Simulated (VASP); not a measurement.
## GaSb3: single point with PBE

The system is GaSb3.

```
Ga Sb
1.0
     4.39726    0.00000    0.00000
    -2.19863    3.80814    0.00000
     0.00000    0.00000   14.81559
Ga Sb
2 6
Direct
  0.33333 0.66667 0.06491
  0.66667 0.33333 0.30755
  0.00000 0.00000 0.99967
  0.33333 0.66667 0.24911
  0.66667 0.33333 0.49265
  0.00000 0.00000 0.59276
  0.33333 0.66667 0.74034
  0.66667 0.33333 0.84400
```

```
Program                : VASP 6.6.1
Task                   : single point
Functional             : PBE
Potentials or basis    : VASP PAW PBE potentials, release 64 (Ga_d, Sb)
Cutoff                 : 520 eV
k mesh                 : 6 × 6 × 2
Occupations            : gaussian, width 0.2 eV
Spin                   : no spin polarisation
Dipole correction      : no
Further INCAR settings : ALGO = Normal; EDIFF = 1e-06; NBANDS = 38
```

The pressure is 0.0 GPa, the largest force is 0.078 eV/Å and the band gap on the k mesh is zero (band 28 reaches 5.55 eV, above the bottom of band 29 at 5.52 eV).

Forces on the atoms (eV/Å):
```
Ga   0.000  0.000 -0.028
Ga   0.000  0.000 -0.026
Sb   0.000  0.000  0.078
Sb   0.000  0.000 -0.007
Sb   0.000  0.000 -0.003
Sb   0.000  0.000  0.064
Sb   0.000  0.000 -0.050
Sb   0.000  0.000 -0.029
```

Stress tensor (GPa, compression positive):
```
 0.04  0.00  0.00
 0.00  0.04  0.00
 0.00  0.00 -0.08
```

Levels at points of the mesh, in eV from the Fermi level:
| k point | band 25 | band 26 | band 27 | band 28 | band 29 | band 30 | band 31 | band 32 |
| --- | --- | --- | --- | --- | --- | --- | --- | --- |
| (0.00, 0.00, 0.00) | -1.02 | -0.44 | -0.37 | -0.37 | 0.10 | 0.28 | 0.61 | 0.61 |
| (0.50, 0.00, 0.00) | -2.26 | -1.77 | -1.30 | -0.76 | -0.06 | 0.38 | 1.05 | 1.35 |
| (0.00, 0.00, 0.50) | -0.86 | -0.59 | -0.44 | -0.44 | 0.08 | 0.29 | 0.72 | 0.72 |
| (0.50, 0.00, 0.50) | -2.05 | -1.86 | -1.53 | -1.43 | 0.53 | 0.95 | 1.24 | 1.49 |

It took 3.1 min on 1 thread of Intel(R) Xeon(R) 6975P-C (Granite Rapids) (shared host), peak memory 0.43 GiB.

Caveat: spin-orbit coupling is left out, which moves the levels of the heavy elements.
